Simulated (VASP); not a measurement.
# OsSe (F-43m) in VASP: a series of runs

The runs below take OsSe through single point, with r2SCAN.

Everything below comes from runs of VASP 6.6.1. Logs are shortened: lines on timing, memory, paths and dates and some standing lists are left out, and cuts for length are marked.

## 1. The cell of the first run

The structure is cubic, space group F-43m (No. 216). Conventional cell: a = 5.470 Å, b = 5.470 Å, c = 5.470 Å, α = 90.00°, β = 90.00°, γ = 90.00°. Within 3.1 Å of Os (site symmetry -43m) lie 4 Se at 2.37 Å. Within 3.1 Å of Se (site symmetry -43m) lie 4 Os at 2.37 Å.

## 2. Single point, r2SCAN, collinear spin, ferromagnetic start

The input, POSCAR:

```
OsSe
1.0
    0.0000000000      2.7347795838      2.7347795838
    2.7347795838      0.0000000000      2.7347795838
    2.7347795838      2.7347795838      0.0000000000
Os Se
1 1
Direct
    0.0000000000      0.0000000000      0.0000000000
    0.2500000000      0.2500000000      0.2500000000
```

The input, INCAR.step1:

```
SYSTEM = OsSe
PREC = Accurate ; ENCUT = 520
ISMEAR = 0 ; SIGMA = 0.05
LREAL = .FALSE. ; LASPH = .TRUE.
NELM = 150 ; ISPIN = 2
MAGMOM = 0.11 0 ; LMAXMIX = 4
NBANDS = 18 ; GGA = PE
ALGO = Normal ; EDIFF = 1E-4
LWAVE = .TRUE. ; LCHARG = .FALSE.
```

The input, INCAR.step2:

```
SYSTEM = OsSe
PREC = Accurate ; ENCUT = 520
EDIFF = 1E-7 ; ISMEAR = 0
SIGMA = 0.05 ; LREAL = .FALSE.
LASPH = .TRUE. ; NELM = 150
ALGO = Normal ; ISIF = 2
LWAVE = .FALSE. ; LCHARG = .FALSE.
ISPIN = 2 ; MAGMOM = 0.11 0
LORBIT = 11 ; LMAXMIX = 4
METAGGA = R2SCAN ; LMIXTAU = .TRUE.
NBANDS = 18 ; ISTART = 1
```

The input, KPOINTS:

```
regular mesh
0
G
  10 10 10
  0 0 0
```

Potentials or basis: VASP PAW PBE potentials, release 64 (Os, Se).

Run with:

```console
$ cat potpaw_PBE.64/Os/POTCAR potpaw_PBE.64/Se/POTCAR > POTCAR
$ cp INCAR.step1 INCAR
$ mpirun -np 1 vasp_std > vasp.out
$ cp INCAR.step2 INCAR
$ mpirun -np 1 vasp_std > vasp.out
```

OUTCAR:

```text
SYSTEM = OsSe
   PREC = Accurate
   ENCUT = 520
   EDIFF = 1E-7
   ISMEAR = 0
   LREAL = .FALSE.
   LASPH = .TRUE.
   NELM = 150
   ISIF = 2
   ISPIN = 2
   LORBIT = 11
   METAGGA = R2SCAN
   ISTART = 1

 ion  position               nearest neighbor table
   1  0.000  0.000  0.000-   2 2.37   2 2.37   2 2.37   2 2.37
   2  0.250  0.250  0.250-   1 2.37   1 2.37   1 2.37   1 2.37

  LATTYP: Found a face centered cubic cell.
 ALAT       =     5.4695591676

  Lattice vectors:

 A1 = (   0.0000000000,   2.7347795838,   2.7347795838)
 A2 = (   2.7347795838,   0.0000000000,   2.7347795838)
 A3 = (   2.7347795838,   2.7347795838,   0.0000000000)

Analysis of symmetry for initial positions (statically):
=====================================================================
 Subroutine PRICEL returns:
 Original cell was already a primitive cell.

 Routine SETGRP: Setting up the symmetry group for a
 face centered cubic supercell.

 Subroutine GETGRP returns: Found 24 space group operations
 (whereof 24 operations were pure point group operations)
 out of a pool of 48 trial point group operations.

The static configuration has the point symmetry T_d .

Analysis of symmetry for dynamics (positions and initial velocities):
=====================================================================
 Subroutine PRICEL returns:
 Original cell was already a primitive cell.

 Routine SETGRP: Setting up the symmetry group for a
 face centered cubic supercell.

 Subroutine GETGRP returns: Found 24 space group operations
 (whereof 24 operations were pure point group operations)
 out of a pool of 48 trial point group operations.

The dynamic configuration has the point symmetry T_d .

Analysis of structural, dynamic, and magnetic symmetry:
=====================================================================
 Subroutine PRICEL returns:
 Original cell was already a primitive cell.

 Routine SETGRP: Setting up the symmetry group for a
 face centered cubic supercell.

 Subroutine GETGRP returns: Found 24 space group operations
 (whereof 24 operations were pure point group operations)
 out of a pool of 48 trial point group operations.

The overall configuration has the point symmetry T_d .

 Subroutine INISYM returns: Found 24 space group operations
 (whereof 24 operations are pure point group operations),
 and found     1 'primitive' translations

----------------------------------------------------------------------------------------

                                     Primitive cell

  volume of cell :      40.9069

  direct lattice vectors                    reciprocal lattice vectors
     0.000000000  2.734779584  2.734779584    -0.182830091  0.182830091  0.182830091
     2.734779584  0.000000000  2.734779584     0.182830091 -0.182830091  0.182830091
     2.734779584  2.734779584  0.000000000     0.182830091  0.182830091 -0.182830091

  length of vectors
     3.867562378  3.867562378  3.867562378     0.316671007  0.316671007  0.316671007

  position of ions in fractional coordinates (direct lattice)
     0.000000000  0.000000000  0.000000000
     0.250000000  0.250000000  0.250000000

  ion indices of the primitive-cell ions
   primitive index   ion index
                 1           1
                 2           2

----------------------------------------------------------------------------------------

 KPOINTS: regular mesh

Automatic generation of k-mesh.
 Grid dimensions read from file:
 generate k-points for:   10   10   10

 Generating k-lattice:

  Cartesian coordinates                     Fractional coordinates (reciprocal lattice)
    -0.018283009  0.018283009  0.018283009     0.100000000  0.000000000  0.000000000
     0.018283009 -0.018283009  0.018283009     0.000000000  0.100000000  0.000000000
     0.018283009  0.018283009 -0.018283009     0.000000000  0.000000000  0.100000000

  Length of vectors
     0.031667101  0.031667101  0.031667101

  Shift w.r.t. Gamma in fractional coordinates (k-lattice)
     0.000000000  0.000000000  0.000000000

 Subroutine IBZKPT returns following result:
 ===========================================

 Found     47 irreducible k-points:

 Following reciprocal coordinates:
            Coordinates               Weight
  0.000000  0.000000  0.000000      1.000000
  0.100000  0.000000  0.000000      8.000000
  0.200000  0.000000  0.000000      8.000000
  0.300000  0.000000  0.000000      8.000000
  0.400000  0.000000  0.000000      8.000000
  0.500000  0.000000  0.000000      4.000000
[... 16 lines left out ...]
  0.300000  0.300000  0.000000      6.000000
  0.400000  0.300000  0.000000     24.000000
 [... further k-points ...]
   k-points           NKPTS =     47   k-points in BZ     NKDIM =     47   number of bands    NBANDS=     18
   number of dos      NEDOS =    301   number of ions     NIONS =      2
   total plane-waves  NPLWV =  27000
   dimension x,y,z NGX =    30 NGY =   30 NGZ =   30
   dimension x,y,z NGXF=    60 NGYF=   60 NGZF=   60
   ions per type =               1   1
   NGX,Y,Z   is equivalent  to a cutoff of  12.90, 12.90, 12.90 a.u.
   NGXF,Y,Z  is equivalent  to a cutoff of  25.79, 25.79, 25.79 a.u.
 SYSTEM =  OsSe
   PREC   = accura    normal or accurate (medium, high low for compatibility)
   ISTART =      1    job   : 0-new  1-cont  2-samecut
   ICHARG =      0    charge: 1-file 2-atom 10-const
   ISPIN  =      2    spin polarized calculation?
   LNONCOLLINEAR =      F non collinear calculations
   LSORBIT =      F    spin-orbit coupling
   LASPH  =      T    aspherical Exc in radial PAW
   ENCUT  =  520.0 eV  38.22 Ry    6.18 a.u.   7.19  7.19  7.19*2*pi/ulx,y,z
   NELM   =    150;   NELMIN=  2; NELMDL=  0     # of ELM steps
   EDIFF  = 0.1E-06   stopping-criterion for ELM
   LREAL  =      F    real-space projection
   EDIFFG = 0.1E-05   stopping-criterion for IOM
   NSW    =      0    number of steps for IOM
   IBRION =     -1    ionic relax: 0-MD 1-quasi-New 2-CG
   NFREE  =      0    steps in history (QN), initial steepest desc. (CG)
   ISIF   =      2    stress and relaxation
   ISYM   =      2    0-nonsym 1-usesym 2-fastsym
   POTIM  = 0.5000    time-step for ionic-motion
   TEBEG  =    0.0;   TEEND  =   0.0 temperature during run
   PSTRESS=    0.0 pullay stress
   NELECT =      14.0000    total number of electrons
   NUPDOWN=      -1.0000    fix difference up-down
   EMIN   =  10.00;   EMAX   =-10.00  energy-range for DOS
   EFERMI =   0.00;   METHOD = LEGACY
   ISMEAR =     0;   SIGMA  =   0.05  broadening in eV -4-tet -1-fermi 0-gaus
   EFERMI_NEDOS =   21; number of points for ismear=-14 and -15
   IALGO  =     38    algorithm
   IMIX   =      4    mixing-type and parameters
     AMIX     =   0.40;   BMIX     =  1.00
     AMIX_MAG =   1.60;   BMIX_MAG =  1.00
  volume/ion in A,a.u.               =      20.45       138.03
  Fermi-wavevector in a.u.,A,eV,Ry     =   1.145122  2.163967 17.841387  1.311305
  Thomas-Fermi vector in A             =   2.281812
   LORBIT       =     11    0 simple, 1 ext, 2 COOP (PROOUT), +10 PAW based schemes
   METAGGA = R2SCAN    functional components
   LHFCALC =     F    Hartree Fock is set to
   AEXX    =    0.0000 exact exchange contribution
   IVDW    =     0    specifies the selected vdW correction
   LEPSILON=     F    determine dielectric tensor
   LRPA    =     F    only Hartree local field effects (RPA)
 spin polarized calculation
 Gauss-broadening in eV      SIGMA  =   0.05
  energy-cutoff  :      520.00
  volume of cell :       40.91
 maximum number of plane-waves:      1114
 NGX is ok and might be reduce to    30
   NGX = 15   NGY = 15   NGZ = 15

 number of electron      14.0000001 magnetization       0.1286181

 Free energy of the ion-electron system (eV)
  ---------------------------------------------------
  ext. energy  EPLUGINS =         0.00000000
  ---------------------------------------------------
  free energy    TOTEN  =       -66.07517416 eV

  energy without entropy =      -66.07291544  energy(sigma->0) =      -66.07404480

 E-fermi :   5.5691     XC(G=0): -11.4677

 val. band max:        5.5595027502   @ k =   0.5000   0.4000   0.0000
 cond. band min:       5.5741137759   @ k =  -0.4000   0.4000   0.0000
 fundamental gap:      0.0146110257
 Fermi energy:         5.5691314258

 spin component 1

 k-point     1 :       0.0000    0.0000    0.0000
  band No.  band energies     occupation
      1     -11.0389      1.00000
      2      -0.8321      1.00000
      3      -0.8321      1.00000
      4      -0.8321      1.00000
      5       3.3740      1.00000
      6       3.3740      1.00000
[... 10 lines left out ...]
     17      19.9059      0.00000
     18      20.6940      0.00000
[... 463 lines left out ...]
 k-point    24 :       0.4000    0.3000    0.0000
  band No.  band energies     occupation
      1     -10.0448      1.00000
      2      -2.0321      1.00000
      3       0.0037      1.00000
      4       0.0787      1.00000
      5       2.6305      1.00000
      6       3.9721      1.00000
[... 10 lines left out ...]
     17      23.4854      0.00000
     18      23.8080      0.00000

 [... further k-points ...]

 spin component 2

 k-point     1 :       0.0000    0.0000    0.0000
  band No.  band energies     occupation
      1     -11.0348      1.00000
      2      -0.7707      1.00000
      3      -0.7707      1.00000
      4      -0.7707      1.00000
      5       3.4067      1.00000
      6       3.4067      1.00000
[... 10 lines left out ...]
     17      19.9532      0.00000
     18      20.7039      0.00000
[... 463 lines left out ...]
 k-point    24 :       0.4000    0.3000    0.0000
  band No.  band energies     occupation
      1     -10.0405      1.00000
      2      -2.0058      1.00000
      3       0.0426      1.00000
      4       0.1203      1.00000
      5       2.6958      1.00000
      6       4.0099      1.00000
[... 10 lines left out ...]
     17      23.5076      0.00000
     18      23.8344      0.00000

 [... further k-points ...]
[... 5 lines left out ...]
  --------------------------------------------------------------------------------------
  -------------------------------------------------------------------------------------
  Total        0.1564205      0.1564205      0.1564205      0.0000000      0.0000000      0.0000000
  in kB        6.1264290      6.1264290      6.1264290      0.0000000      0.0000000      0.0000000
  external PRESSURE =       6.1264290 kB  Pullay stress =       0.0000000 kB

 VOLUME and BASIS-vectors are now :
 -----------------------------------------------------------------------------
  energy-cutoff  :      520.00
  volume of cell :       40.91
      direct lattice vectors                 reciprocal lattice vectors
     0.000000000  2.734779584  2.734779584    -0.182830091  0.182830091  0.182830091
     2.734779584  0.000000000  2.734779584     0.182830091 -0.182830091  0.182830091
     2.734779584  2.734779584  0.000000000     0.182830091  0.182830091 -0.182830091

 POSITION                                       TOTAL-FORCE (eV/Angst)
 -----------------------------------------------------------------------------------
      0.00000      0.00000      0.00000        -0.000000     -0.000000     -0.000000
      1.36739      1.36739      1.36739         0.000000      0.000000      0.000000
 -----------------------------------------------------------------------------------
    total drift:                                0.000000      0.000000      0.000000

  FREE ENERGIE OF THE ION-ELECTRON SYSTEM (eV)
  ---------------------------------------------------
  free  energy   TOTEN  =       -66.0751741592 eV

  energy  without entropy=      -66.0729154381  energy(sigma->0) =      -66.07404480

 total charge

# of ion       s       p       d       tot
------------------------------------------
    1        0.591   0.483   6.303   7.377
    2        1.416   2.368   0.206   3.990
--------------------------------------------------
tot          2.006   2.852   6.509  11.367

 magnetization (x)

# of ion       s       p       d       tot
------------------------------------------
    1        0.002   0.004   0.116   0.122
    2        0.002  -0.005   0.001  -0.002
--------------------------------------------------
tot          0.004  -0.001   0.117   0.120
```

It took 2.2 min on 1 thread of Intel Xeon 6975P-C (Granite Rapids), shared host; peak memory 0.23 GiB.

Results:

| Item | Value |
| --- | --- |
| Free energy | -66.0752 eV |
| Pressure | 0.6 GPa |
| Net moment | 0.13 μB per cell |
| Site moments | Os +0.12; Se -0.00 μB |
| Valence electrons inside the program's atomic spheres | Os 7.38; Se 3.99 |

Caveat: the PAW data sets were made with another functional, which shifts forces and pressure a little; spin-orbit coupling is left out, which moves the levels of the heavy elements.

[end of part 1 of 2]
